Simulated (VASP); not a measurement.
Set up this calculation in VASP 6.6.1, as the native input.

```yaml
Task: single point
Functional: HSE06
Potentials_or_basis: VASP PAW PBE potentials, release 64 (Ga_d, P)
Cutoff: 520 eV
k_mesh: 6 × 6 × 6
Occupations: fermi-dirac, width 0.02 eV
Spin: no spin polarisation
Dipole_correction: no
Grid_for_exact_exchange_PRECFOCK: Normal
Further_INCAR_settings: ALGO = Normal; EDIFF = 1e-06; NBANDS = 16
Screening_parameter: 0.2079 1/Å
```

GaP:

```
Ga P
1.0
     0.00000    2.73274    2.73274
     2.73274    0.00000    2.73274
     2.73274    2.73274    0.00000
Ga P
1 1
Direct
  0.00000 0.00000 0.00000
  0.25000 0.25000 0.25000
```

One way to write it, as run:

POSCAR

```
GaP
1.0
    0.0000000000      2.7327355797      2.7327355797
    2.7327355797      0.0000000000      2.7327355797
    2.7327355797      2.7327355797      0.0000000000
Ga P
1 1
Direct
    0.0000000000      0.0000000000      0.0000000000
    0.2500000000      0.2500000000      0.2500000000
```

INCAR.step1

```
SYSTEM = GaP
ALGO     = Normal         ! electronic algorithm
EDIFF    = 1E-5           ! SCF threshold, eV
ENCUT    = 520            ! plane-wave cutoff, eV
GGA      = PE             ! functional
ISIF     = 2              ! what is computed and relaxed
ISMEAR   = -1             ! smearing method
LASPH    = .TRUE.         ! aspherical terms in the spheres
LCHARG   = .FALSE.        ! write CHGCAR
LREAL    = .FALSE.        ! projectors in reciprocal space
LWAVE    = .TRUE.         ! write WAVECAR
NBANDS   = 16             ! bands
NELM     = 100            ! most SCF steps
PREC     = Accurate       ! precision mode
SIGMA    = 0.02           ! smearing width, eV
```

INCAR.step2

```
SYSTEM = GaP
ALGO     = Normal         ! electronic algorithm
EDIFF    = 1E-6           ! SCF threshold, eV
ENCUT    = 520            ! plane-wave cutoff, eV
GGA      = PE             ! functional
HFSCREEN = 0.2079         ! screening, 1/A
ISIF     = 2              ! what is computed and relaxed
ISMEAR   = -1             ! smearing method
ISTART   = 1            
LASPH    = .TRUE.         ! aspherical terms in the spheres
LCHARG   = .FALSE.        ! write CHGCAR
LHFCALC  = .TRUE.         ! exact exchange
LREAL    = .FALSE.        ! projectors in reciprocal space
LWAVE    = .FALSE.        ! write WAVECAR
NBANDS   = 16             ! bands
NELM     = 100            ! most SCF steps
PREC     = Accurate       ! precision mode
PRECFOCK = Normal       
SIGMA    = 0.02           ! smearing width, eV
```

KPOINTS

```
k-points
0
G
  6 6 6
  0 0 0
```

Potentials or basis: VASP PAW PBE potentials, release 64 (Ga_d, P).

Launch:

```console
$ cat potpaw_PBE.64/Ga_d/POTCAR potpaw_PBE.64/P/POTCAR > POTCAR
$ cp INCAR.step1 INCAR
$ mpirun -np 1 vasp_std > vasp.out
$ cp INCAR.step2 INCAR
$ mpirun -np 1 vasp_std > vasp.out
```

Results of the run:

```
Pressure               : -0.2 GPa
Band gap on the k mesh : 2.31 eV, indirect (least direct gap 2.72 eV)
```

Caveat: the PAW data sets were made with another functional, which shifts forces and pressure a little.

Run time: 23 min on 1 thread of AMD EPYC 9R45 96-Core Processor (Zen 5), with other jobs on the host, peak memory 0.26 GiB.
